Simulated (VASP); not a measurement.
# CaTeI3 (P6mm) in VASP: notebook

The runs below take CaTeI3 through single point, with PBE.

All numbers are computed with VASP 6.6.1; they aren't measurements. Logs are shortened: lines on timing, memory, paths and dates and some standing lists are left out, and cuts for length are marked.

## Step 1: The cell of the first run

Symmetry: P6mm, No. 183, hexagonal system. Conventional cell: a = 5.557 Å, b = 5.557 Å, c = 7.500 Å, α = 90.00°, β = 90.00°, γ = 120.00°. Within 2.9 Å of Ca (site symmetry 6mm) lie 1 I at 2.23 Å and 1 Te at 2.61 Å. Within 3.4 Å of Te (site symmetry 6mm) lie 1 Ca at 2.61 Å and 1 I at 2.67 Å. I (site symmetry 6mm) has 1 Ca at 2.23 Å and 1 Te at 2.67 Å within 2.9 Å. I (site symmetry 3m) has 6 I at 3.21 to 3.64 Å and 3 Ca at 3.25 Å within 4.2 Å.

The cell was built from a structure type or drawn by symmetry, and may not be a known phase.

## Step 2: Single point, PBE

File INCAR:

```
SYSTEM = CaTeI3
PREC     = Accurate       ! precision mode
ENCUT    = 520            ! plane-wave cutoff, eV
EDIFF    = 1E-6           ! SCF threshold, eV
ISMEAR   = 0              ! smearing method
SIGMA    = 0.1            ! smearing width, eV
LREAL    = .FALSE.        ! projectors in reciprocal space
LASPH    = .TRUE.         ! aspherical terms in the spheres
NELM     = 80             ! most SCF steps
ALGO     = Normal         ! electronic algorithm
ISIF     = 2              ! what is computed and relaxed
LWAVE    = .FALSE.        ! write WAVECAR
LCHARG   = .FALSE.        ! write CHGCAR
GGA      = PE             ! functional
NBANDS   = 26             ! bands
```

File KPOINTS:

```
Automatic mesh
0
G
  6 6 2
  0 0 0
```

File POSCAR:

```
CaTeI3
1.0
    5.5566468100      0.0000000000      0.0000000000
   -2.7783234000      4.8121973000      0.0000000000
    0.0000000000      0.0000000000      7.5003499000
Ca Te I
1 1 3
Direct
    0.0000000000      0.0000000000      0.1353300700
    0.0000000000      0.0000000000      0.7879941100
    0.0000000000      0.0000000000      0.4321466400
    0.3333333300      0.6666666700      0.2032125300
    0.6666666700      0.3333333300      0.2032125300
```

Potentials or basis: VASP PAW PBE potentials, release 64 (Ca_sv, Te, I).

On the command line:

```sh
cat potpaw_PBE.64/Ca_sv/POTCAR potpaw_PBE.64/Te/POTCAR potpaw_PBE.64/I/POTCAR > POTCAR
mpirun -np 1 vasp_std > vasp.out
```

OUTCAR:

```text
SYSTEM = CaTeI3
   PREC = Accurate
   ENCUT = 520
   EDIFF = 1E-6
   ISMEAR = 0
   LREAL = .FALSE.
   LASPH = .TRUE.
   NELM = 80
   ISIF = 2
   GGA = PE

 ion  position               nearest neighbor table
   1  0.000  0.000  0.135-   3 2.23   2 2.61   4 3.25   5 3.25   4 3.25   5 3.25   5 3.25   4 3.25

   2  0.000  0.000  0.788-   1 2.61   3 2.67
   3  0.000  0.000  0.432-   1 2.23   2 2.67
   4  0.333  0.667  0.203-   5 3.21   5 3.21   5 3.21   1 3.25   1 3.25   1 3.25
   5  0.667  0.333  0.203-   4 3.21   4 3.21   4 3.21   1 3.25   1 3.25   1 3.25

  LATTYP: Found a hexagonal cell.
 ALAT       =     5.5566468100
 C/A-ratio  =     1.3497978469

  Lattice vectors:

 A1 = (   5.5566468100,   0.0000000000,   0.0000000000)
 A2 = (  -2.7783234000,   4.8121973000,   0.0000000000)
 A3 = (   0.0000000000,   0.0000000000,   7.5003499000)

Analysis of symmetry for initial positions (statically):
=====================================================================
 Subroutine PRICEL returns:
 Original cell was already a primitive cell.

 Routine SETGRP: Setting up the symmetry group for a
 hexagonal supercell.

 Subroutine GETGRP returns: Found 12 space group operations
 (whereof 12 operations were pure point group operations)
 out of a pool of 24 trial point group operations.

The static configuration has the point symmetry C_6v.

Analysis of symmetry for dynamics (positions and initial velocities):
=====================================================================
 Subroutine PRICEL returns:
 Original cell was already a primitive cell.

 Routine SETGRP: Setting up the symmetry group for a
 hexagonal supercell.

 Subroutine GETGRP returns: Found 12 space group operations
 (whereof 12 operations were pure point group operations)
 out of a pool of 24 trial point group operations.

The dynamic configuration has the point symmetry C_6v.

 Subroutine INISYM returns: Found 12 space group operations
 (whereof 12 operations are pure point group operations),
 and found     1 'primitive' translations

----------------------------------------------------------------------------------------

                                     Primitive cell

  volume of cell :     200.5570

  direct lattice vectors                    reciprocal lattice vectors
     5.556646810  0.000000000  0.000000000     0.179964650  0.103902639  0.000000000
    -2.778323400  4.812197300  0.000000000     0.000000000  0.207805278  0.000000000
     0.000000000  0.000000000  7.500349900     0.000000000  0.000000000  0.133327113

  length of vectors
     5.556646810  5.556646810  7.500349900     0.207805278  0.207805278  0.133327113

  position of ions in fractional coordinates (direct lattice)
     0.000000000  0.000000000  0.135330070
     0.000000000  0.000000000  0.787994110
     0.000000000  0.000000000  0.432146640
     0.333333330  0.666666670  0.203212530
     0.666666670  0.333333330  0.203212530

  ion indices of the primitive-cell ions
   primitive index   ion index
                 1           1
                 2           2
                 3           3
                 4           4
                 5           5

----------------------------------------------------------------------------------------

 KPOINTS: Automatic mesh

Automatic generation of k-mesh.
 Grid dimensions read from file:
 generate k-points for:    6    6    2

 Generating k-lattice:

  Cartesian coordinates                     Fractional coordinates (reciprocal lattice)
     0.029994108  0.017317107  0.000000000     0.166666667  0.000000000  0.000000000
     0.000000000  0.034634213  0.000000000     0.000000000  0.166666667  0.000000000
     0.000000000  0.000000000  0.066663557     0.000000000  0.000000000  0.500000000

  Length of vectors
     0.034634213  0.034634213  0.066663557

  Shift w.r.t. Gamma in fractional coordinates (k-lattice)
     0.000000000  0.000000000  0.000000000

 Subroutine IBZKPT returns following result:
 ===========================================

 Found     14 irreducible k-points:

 Following reciprocal coordinates:
            Coordinates               Weight
  0.000000  0.000000  0.000000      1.000000
  0.166667  0.000000  0.000000      6.000000
  0.333333  0.000000  0.000000      6.000000
  0.500000 -0.000000  0.000000      3.000000
  0.166667  0.166667  0.000000      6.000000
  0.333333  0.166667  0.000000     12.000000
  0.333333  0.333333  0.000000      2.000000
  0.000000  0.000000  0.500000      1.000000
  0.166667  0.000000  0.500000      6.000000
  0.333333  0.000000  0.500000      6.000000
  0.500000 -0.000000  0.500000      3.000000
  0.166667  0.166667  0.500000      6.000000
  0.333333  0.166667  0.500000     12.000000
  0.333333  0.333333  0.500000      2.000000
   k-points           NKPTS =     14   k-points in BZ     NKDIM =     14   number of bands    NBANDS=     26
   number of dos      NEDOS =    301   number of ions     NIONS =      5
   total plane-waves  NPLWV =  98784
   dimension x,y,z NGX =    42 NGY =   42 NGZ =   56
   dimension x,y,z NGXF=    84 NGYF=   84 NGZF=  112
   ions per type =               1   1   3
   NGX,Y,Z   is equivalent  to a cutoff of  12.57, 12.57, 12.41 a.u.
   NGXF,Y,Z  is equivalent  to a cutoff of  25.13, 25.13, 24.82 a.u.
 SYSTEM =  CaTeI3
   PREC   = accura    normal or accurate (medium, high low for compatibility)
   ISTART =      0    job   : 0-new  1-cont  2-samecut
   ICHARG =      2    charge: 1-file 2-atom 10-const
   ISPIN  =      1    spin polarized calculation?
   LNONCOLLINEAR =      F non collinear calculations
   LSORBIT =      F    spin-orbit coupling
   LASPH  =      T    aspherical Exc in radial PAW
   ENCUT  =  520.0 eV  38.22 Ry    6.18 a.u.  10.33 10.33 13.95*2*pi/ulx,y,z
   NELM   =     80;   NELMIN=  2; NELMDL= -5     # of ELM steps
   EDIFF  = 0.1E-05   stopping-criterion for ELM
   LREAL  =      F    real-space projection
   EDIFFG = 0.1E-04   stopping-criterion for IOM
   NSW    =      0    number of steps for IOM
   IBRION =     -1    ionic relax: 0-MD 1-quasi-New 2-CG
   NFREE  =      0    steps in history (QN), initial steepest desc. (CG)
   ISIF   =      2    stress and relaxation
   ISYM   =      2    0-nonsym 1-usesym 2-fastsym
   POTIM  = 0.5000    time-step for ionic-motion
   TEBEG  =    0.0;   TEEND  =   0.0 temperature during run
   PSTRESS=    0.0 pullay stress
   NELECT =      37.0000    total number of electrons
   NUPDOWN=      -1.0000    fix difference up-down
   EMIN   =  10.00;   EMAX   =-10.00  energy-range for DOS
   EFERMI =   0.00;   METHOD = LEGACY
   ISMEAR =     0;   SIGMA  =   0.10  broadening in eV -4-tet -1-fermi 0-gaus
   EFERMI_NEDOS =   21; number of points for ismear=-14 and -15
   IALGO  =     38    algorithm
   IMIX   =      4    mixing-type and parameters
     AMIX     =   0.40;   BMIX     =  1.00
     AMIX_MAG =   1.60;   BMIX_MAG =  1.00
  volume/ion in A,a.u.               =      40.11       270.69
  Fermi-wavevector in a.u.,A,eV,Ry     =   0.931958  1.761145 11.817272  0.868545
  Thomas-Fermi vector in A             =   2.058505
   LORBIT       =      0    0 simple, 1 ext, 2 COOP (PROOUT), +10 PAW based schemes
   GGA     = PE    functional components
   LHFCALC =     F    Hartree Fock is set to
   AEXX    =    0.0000 exact exchange contribution
   IVDW    =     0    specifies the selected vdW correction
   LEPSILON=     F    determine dielectric tensor
   LRPA    =     F    only Hartree local field effects (RPA)
 non-spin polarized calculation
 Gauss-broadening in eV      SIGMA  =   0.10
  energy-cutoff  :      520.00
  volume of cell :      200.56
 maximum number of plane-waves:      5424
 NGX is ok and might be reduce to    42
   NGX = 21   NGY = 21   NGZ = 27

 number of electron      37.0000004 magnetization

 Free energy of the ion-electron system (eV)
  ---------------------------------------------------
  ext. energy  EPLUGINS =         0.00000000
  ---------------------------------------------------
  free energy    TOTEN  =        -7.53891847 eV

  energy without entropy =       -7.50842160  energy(sigma->0) =       -7.52367004

 E-fermi :   2.8851     XC(G=0):  -7.7280

 val. band max:        2.7346266247   @ k =   0.1667   0.0000   0.5000
 cond. band min:       2.8895090348   @ k =   0.3333   0.0000   0.5000
 fundamental gap:      0.1548824101
 Fermi energy:         2.8850994405

 k-point     1 :       0.0000    0.0000    0.0000
  band No.  band energies     occupation
      1     -37.5689      2.00000
      2     -19.5934      2.00000
      3     -18.4975      2.00000
      4     -18.4975      2.00000
      5     -11.1974      2.00000
      6     -10.2859      2.00000
[... 18 lines left out ...]
     25       7.6591      0.00000
     26       7.6591      0.00000

 k-point     2 :       0.1667    0.0000    0.0000
  band No.  band energies     occupation
      1     -37.5689      2.00000
      2     -19.5932      2.00000
      3     -18.5007      2.00000
      4     -18.4980      2.00000
      5     -11.1218      2.00000
      6     -10.2578      2.00000
[... 18 lines left out ...]
     25       7.7243      0.00000
     26       7.9037      0.00000

 k-point     3 :       0.3333    0.0000    0.0000
  band No.  band energies     occupation
      1     -37.5688      2.00000
      2     -19.5926      2.00000
      3     -18.5071      2.00000
      4     -18.4990      2.00000
      5     -10.9655      2.00000
      6     -10.1428      2.00000
[... 282 lines left out ...]
 k-point    13 :       0.3333    0.1667    0.5000
  band No.  band energies     occupation
      1     -37.5687      2.00000
      2     -19.5932      2.00000
      3     -18.5084      2.00000
      4     -18.5012      2.00000
      5     -10.7638      2.00000
      6      -9.9882      2.00000
[... 18 lines left out ...]
     25       7.5452      0.00000
     26       8.5588      0.00000

 k-point    14 :       0.3333    0.3333    0.5000
  band No.  band energies     occupation
      1     -37.5687      2.00000
      2     -19.5931      2.00000
      3     -18.5057      2.00000
      4     -18.5057      2.00000
      5     -10.7342      2.00000
      6      -9.6915      2.00000
[... 18 lines left out ...]
     25       6.7338      0.00000
     26       8.4304      0.00000

------------------------ aborting loop because EDIFF is reached ----------------------------------------

  FORCE on cell =-STRESS in cart. coord.  units (eV):
  Direction    XX          YY          ZZ          XY          YZ          ZX
  --------------------------------------------------------------------------------------
  -------------------------------------------------------------------------------------
  Total        6.7899326      6.7899326     30.1277060      0.0000000      0.0000000      0.0000000
  in kB       54.2423261     54.2423262    240.6793917      0.0000001      0.0000000      0.0000000
  external PRESSURE =     116.3880147 kB  Pullay stress =       0.0000000 kB

 VOLUME and BASIS-vectors are now :
 -----------------------------------------------------------------------------
  energy-cutoff  :      520.00
  volume of cell :      200.56
      direct lattice vectors                 reciprocal lattice vectors
     5.556646810  0.000000000  0.000000000     0.179964650  0.103902639  0.000000000
    -2.778323400  4.812197300  0.000000000     0.000000000  0.207805278  0.000000000
     0.000000000  0.000000000  7.500349900     0.000000000  0.000000000  0.133327113

 POSITION                                       TOTAL-FORCE (eV/Angst)
 -----------------------------------------------------------------------------------
      0.00000      0.00000      1.01502         0.000000     -0.000000     -7.465446
      0.00000      0.00000      5.91023         0.000000     -0.000000     -1.713981
      0.00000      0.00000      3.24125        -0.000000     -0.000000     10.275414
     -0.00000      3.20813      1.52417        -0.000000      0.000000     -0.547994
      2.77832      1.60407      1.52417         0.000000     -0.000000     -0.547994
 -----------------------------------------------------------------------------------
    total drift:                                0.000000      0.000000     -0.000279

  FREE ENERGIE OF THE ION-ELECTRON SYSTEM (eV)
  ---------------------------------------------------
  free  energy   TOTEN  =        -7.5389184743 eV

  energy  without entropy=       -7.5084215987  energy(sigma->0) =       -7.52367004
```

Wall time 93 s (1 thread of Intel Xeon 6975P-C (Granite Rapids), shared host); peak memory 0.34 GiB.

Results:

| Property | Result |
| --- | --- |
| Free energy | -7.5389 eV |
| Pressure | 11.6 GPa |
| Largest force | 10.275 eV/Å |
| Band gap on the k mesh | zero (an odd number of electrons rules out a gap without spin polarisation) |

Forces on the atoms (eV/Å):
```
Ca   0.000  0.000 -7.465
Te   0.000  0.000 -1.714
I    0.000  0.000 10.275
I    0.000  0.000 -0.548
I    0.000  0.000 -0.548
```

Stress tensor (GPa, compression positive):
```
 5.42  0.00  0.00
 0.00  5.42  0.00
 0.00  0.00 24.07
```

Levels at points of the mesh, in eV from the Fermi level:
```tsv
k point	band 16	band 17	band 18	band 19	band 20	band 21
(0.00, 0.00, 0.00)	-0.86	-0.86	-0.47	-0.47	2.10	3.43
(0.50, 0.00, 0.00)	-0.99	-0.91	-0.57	-0.33	2.04	3.41
(0.00, 0.00, 0.50)	-1.23	-0.93	0.07	0.35	0.35	3.36
(0.50, 0.00, 0.50)	-1.05	-0.57	-0.43	-0.32	0.08	3.03
```

Caveat: the k points lie up to 0.42 Å⁻¹ apart, too coarse for converged energies and pressures of a metal; spin-orbit coupling is left out, which moves the levels of the heavy elements; an odd number of electrons without spin polarisation forces a metal; a magnetic or distorted state may lie lower.

## Step 3: Single point, PBE

This run uses another cell than the first one, of 55.61 Å³/atom.

File INCAR:

```
SYSTEM = CaTeI3
ALGO = Normal
EDIFF = 1E-6
ENCUT = 520
GGA = PE
ISIF = 2
ISMEAR = 0
LASPH = .TRUE.
LCHARG = .FALSE.
LREAL = .FALSE.
LWAVE = .FALSE.
NBANDS = 26
NELM = 100
PREC = Accurate
SIGMA = 0.1
```

File KPOINTS:

```
k-points
0
G
  6 6 4
  0 0 0
```

File POSCAR:

```
CaTeI3
1.0
    5.8686118291      0.0000000000      0.0000000000
   -2.9343059146      5.0823669290      0.0000000000
    0.0000000000      0.0000000000      9.3227513571
Ca Te I
1 1 3
Direct
    0.0000000000      0.0000000000      0.1438937357
    0.0000000000      0.0000000000      0.8007052148
    0.0000000000      0.0000000000      0.5128104057
    0.3333333333      0.6666666667      0.1522432619
    0.6666666667      0.3333333333      0.1522432619
```

Potentials or basis: VASP PAW PBE potentials, release 64 (Ca_sv, Te, I).

On the command line:

```sh
cat potpaw_PBE.64/Ca_sv/POTCAR potpaw_PBE.64/Te/POTCAR potpaw_PBE.64/I/POTCAR > POTCAR
mpirun -np 1 vasp_std > vasp.out
```

Wall time 3.9 min (1 thread of Intel Xeon 6975P-C (Granite Rapids), shared host); peak memory 0.49 GiB.

The run converged. Its results:

* Free energy: -11.4561 eV
* Pressure: 0.0 GPa
* Largest force: 0.005 eV/Å
* Band gap on the k mesh: zero (an odd number of electrons rules out a gap without spin polarisation)

Forces on the atoms (eV/Å):
```
Ca   0.000  0.000  0.002
Te   0.000  0.000  0.003
I    0.000  0.000 -0.005
I    0.000  0.000  0.000
I    0.000  0.000  0.000
```

Levels at points of the mesh, in eV from the Fermi level:
| k point | band 16 | band 17 | band 18 | band 19 | band 20 | band 21 | band 22 | band 23 |
| --- | --- | --- | --- | --- | --- | --- | --- | --- |
| (0.00, 0.00, 0.00) | -1.02 | -0.68 | -0.08 | -0.08 | 1.22 | 3.24 | 3.28 | 3.28 |
| (0.50, 0.00, 0.00) | -0.93 | -0.44 | -0.18 | -0.07 | 1.00 | 3.14 | 3.16 | 3.63 |
| (0.00, 0.00, 0.50) | -1.13 | -0.68 | 0.09 | 0.09 | 0.21 | 3.05 | 3.05 | 3.31 |
| (0.50, 0.00, 0.50) | -0.97 | -0.44 | -0.22 | -0.06 | 0.42 | 2.89 | 3.14 | 3.48 |

Caveat: spin-orbit coupling is left out, which moves the levels of the heavy elements; an odd number of electrons without spin polarisation forces a metal; a magnetic or distorted state may lie lower.
